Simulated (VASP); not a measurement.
# ZnS (P6_3mc) in VASP: settings compared, part 2 of 2

VASP 6.6.1.

## Step 4: Relaxation of cell and atoms, PBE

This run uses another cell than the first one, of 16.09 Å³/atom.

INCAR reads:

```
SYSTEM = ZnS
ALGO = Normal ; EDIFF = 1E-7
EDIFFG = -0.005 ; ENCUT = 600
GGA = PE ; IBRION = 2
ISIF = 3 ; ISMEAR = -1
LASPH = .True. ; LCHARG = .False.
LREAL = .False. ; LWAVE = .False.
NELM = 100 ; NSW = 80
PREC = Accurate ; SIGMA = 0.02
```

KPOINTS reads:

```
k-points
0
Gamma
  12 12 4
  0 0 0
```

POSCAR reads:

```
ZnS
1.0
    3.5702129498      0.0000000000      0.0000000000
   -1.7851064749      3.0918951114      0.0000000000
    0.0000000000      0.0000000000      5.8301577470
Zn S
2 2
Direct
    0.3333333333      0.6666666667      0.0000000000
    0.6666666667      0.3333333333      0.5000000000
    0.3333333333      0.6666666667      0.3750000000
    0.6666666667      0.3333333333      0.8750000000
```

Potentials or basis: VASP PAW PBE potentials, release 64 (Zn, S).

Started as:

```bash
cat potpaw_PBE.64/Zn/POTCAR potpaw_PBE.64/S/POTCAR > POTCAR
mpirun -np 1 vasp_std > vasp.out
```

OUTCAR:

```text
SYSTEM = ZnS
   EDIFF = 1E-7
   EDIFFG = -0.005
   ENCUT = 600
   GGA = PE
   IBRION = 2
   ISIF = 3
   ISMEAR = -1
   LASPH = .True.
   LREAL = .False.
   NELM = 100
   NSW = 80
   PREC = Accurate

 ion  position               nearest neighbor table
   1  0.333  0.667  0.000-   4 2.19   4 2.19   4 2.19   3 2.19
   2  0.667  0.333  0.500-   3 2.19   3 2.19   3 2.19   4 2.19
   3  0.333  0.667  0.375-   2 2.19   2 2.19   2 2.19   1 2.19
   4  0.667  0.333  0.875-   1 2.19   1 2.19   1 2.19   2 2.19

  LATTYP: Found a hexagonal cell.
 ALAT       =     3.5702129498
 C/A-ratio  =     1.6330000000

  Lattice vectors:

 A1 = (   3.5702129498,   0.0000000000,   0.0000000000)
 A2 = (  -1.7851064749,   3.0918951114,   0.0000000000)
 A3 = (   0.0000000000,   0.0000000000,   5.8301577470)

Analysis of symmetry for initial positions (statically):
=====================================================================
 Subroutine PRICEL returns:
 Original cell was already a primitive cell.

 Routine SETGRP: Setting up the symmetry group for a
 hexagonal supercell.

 Subroutine GETGRP returns: Found 12 space group operations
 (whereof  6 operations were pure point group operations)
 out of a pool of 24 trial point group operations.

The static configuration has the point symmetry C_3v.
 The point group associated with its full space group is C_6v.

Analysis of symmetry for dynamics (positions and initial velocities):
[... 149 lines left out ...]
  energy-cutoff  :      600.00
  volume of cell :       64.36
 maximum number of plane-waves:      2180
 NGX is ok and might be reduce to    30
   NGX = 15   NGY = 15   NGZ = 23

--------------------------------------- Ionic step        1  -------------------------------------------

 number of electron      36.0000003 magnetization

 Free energy of the ion-electron system (eV)
  ---------------------------------------------------
  ext. energy  EPLUGINS =         0.00000000
  ---------------------------------------------------
  free energy    TOTEN  =       -12.58817975 eV

  energy without entropy =      -12.58817975  energy(sigma->0) =      -12.58817975

 E-fermi :   4.7035     XC(G=0): -10.6184

 val. band max:        4.2681418834   @ k =   0.0000   0.0000   0.0000
 cond. band min:       7.4432197324   @ k =   0.0000   0.0000   0.0000
 fundamental gap:      3.1750778491
 Fermi energy:         4.7035318914

 k-point     1 :       0.0000    0.0000    0.0000
  band No.  band energies     occupation
      1     -10.5443      2.00000
      2      -9.1757      2.00000
      3      -3.1240      2.00000
      4      -3.1045      2.00000
      5      -3.1045      2.00000
      6      -2.9892      2.00000
[... 780 lines left out ...]
--------------------------------------- Ionic step        6  -------------------------------------------

 number of electron      36.0000028 magnetization

 Free energy of the ion-electron system (eV)
  ---------------------------------------------------
  ext. energy  EPLUGINS =         0.00000000
  ---------------------------------------------------
  free energy    TOTEN  =       -13.69031672 eV

  energy without entropy =      -13.69031672  energy(sigma->0) =      -13.69031672

 E-fermi :   2.2838     XC(G=0):  -9.5067

 val. band max:        1.8941927635   @ k =   0.0000   0.0000   0.0000
 cond. band min:       3.9678753307   @ k =   0.0000   0.0000   0.0000
 fundamental gap:      2.0736825673
 Fermi energy:         2.2838008795

 k-point     1 :       0.0000    0.0000    0.0000
  band No.  band energies     occupation
      1     -11.0989      2.00000
      2     -10.2134      2.00000
      3      -4.3525      2.00000
      4      -4.3415      2.00000
      5      -4.3415      2.00000
      6      -4.2639      2.00000
[... 622 lines left out ...]
  FREE ENERGIE OF THE ION-ELECTRON SYSTEM (eV)
  ---------------------------------------------------
  free  energy   TOTEN  =       -13.6903167170 eV

  energy  without entropy=      -13.6903167170  energy(sigma->0) =      -13.69031672

 reached required accuracy - stopping structural energy minimisation
```

Run time: 3.9 min. Hardware: 1 thread of Intel Xeon 6975P-C (Granite Rapids), shared host; peak memory 0.25 GiB.

What came out:

| Item | Value |
| --- | --- |
| Free energy | -13.6903 eV |
| Relaxed volume | 20.23 Å³/atom |
| Relaxed cell | a = 3.848 Å, b = 3.848 Å, c = 6.309 Å, α = 90.00°, β = 90.00°, γ = 120.00° |
| Space group after relaxing (to 0.1 Å) | P6_3mc (No. 186) |
| Energy gained by relaxing | 275.5 meV/atom |
| Ionic steps | 6 |
| Pressure after relaxing | 0.0 GPa |
| Band gap on the k mesh | 2.07 eV |

Forces on the atoms (eV/Å):
```
Zn   0.000  0.000  0.003
Zn   0.000  0.000  0.003
S    0.000  0.000 -0.003
S    0.000  0.000 -0.003
```

Step by step:
```tsv
step	energy change (eV)	largest force (eV/Å)	pressure (GPa)	volume (Å³)
1	0.0000	0.0273	26.23	64.36
2	-0.8351	0.0179	-6.77	92.14
3	-1.1021	0.0044	0.12	80.78
4	-1.1020	0.0037	-0.19	81.13
5	-1.1021	0.0028	0.04	80.87
6	-1.1021	0.0029	0.01	80.91
```

Final structure:
```yaml
crystal:
  lattice:
    - [3.84814, 0.00000, 0.00000]
    - [-1.92407, 3.33259, 0.00000]
    - [0.00000, 0.00000, 6.30888]
  atoms:
    - { symbol: Zn, position: [0.33333, 0.66667, 0.00017] }
    - { symbol: Zn, position: [0.66667, 0.33333, 0.50017] }
    - { symbol: S, position: [0.33333, 0.66667, 0.37483] }
    - { symbol: S, position: [0.66667, 0.33333, 0.87483] }
```

Caveat: the volume moved by over 15 % at a fixed basis, so the end points are rough.

## Step 5: The runs side by side

```csv
task,level,cell,cutoff (eV),smearing,gap on the mesh (eV),pressure (GPa)
single point,r2SCAN,"a = 3.805, b = 3.805, c = 6.244 Å, angles 90.0, 90.0, 120.0°, 4 atoms",520,fermi-dirac 0.02 eV,2.79,0.1
single point,r2SCAN,"a = 3.805, b = 3.805, c = 6.244 Å, angles 90.0, 90.0, 120.0°, 4 atoms",520,gaussian 0.01 eV,2.79,0.1
relaxation of cell and atoms,PBE,"relaxed from a = 3.570, b = 3.570, c = 5.830 Å, angles 90.0, 90.0, 120.0°, 4 atoms",600,fermi-dirac 0.02 eV,2.07,0.0
```

Alike in all rows: potentials or basis VASP PAW PBE potentials, release 64 (Zn, S); no spin polarisation; k mesh 12 × 12 × 4.

Caveats: the PAW data sets were made with another functional, which shifts forces and pressure a little (at least some runs); the volume moved by over 15 % at a fixed basis, so the end points are rough (at least some runs).

Absolute energies hang on the potentials; compare differences alone.
